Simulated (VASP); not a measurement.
A run of VASP 6.6.1:

INCAR

```
SYSTEM = BP
ALGO = Normal
EDIFF = 1E-6
ENCUT = 520
GGA = PE
ISIF = 2
ISMEAR = -1
LASPH = .TRUE.
LCHARG = .FALSE.
LREAL = .FALSE.
LWAVE = .FALSE.
NBANDS = 11
NELM = 100
PREC = Accurate
SIGMA = 0.08
```

KPOINTS

```
k-points
0
G
  15 15 15
  0 0 0
```

POSCAR

```
BP
1.0
    0.0000000000      2.1793249680      2.1793249680
    2.1793249680      0.0000000000      2.1793249680
    2.1793249680      2.1793249680      0.0000000000
B P
1 1
Direct
    0.0000000000      0.0000000000      0.0000000000
    0.2500000000      0.2500000000      0.2500000000
```

Potentials or basis: VASP PAW PBE potentials, release 64 (B, P).

The run is started by

```bash
$ cat potpaw_PBE.64/B/POTCAR potpaw_PBE.64/P/POTCAR > POTCAR
$ mpirun -np 1 vasp_std > vasp.out
```

Hardware: 1 thread of Intel Xeon 6975P-C, with other jobs on the host.

Problem. Estimate the wall time of this run.

Solution. It took 15 s on 1 thread of Intel Xeon 6975P-C, on a shared host, peak memory 0.15 GiB. Counts: scf iterations 12, k points 120.
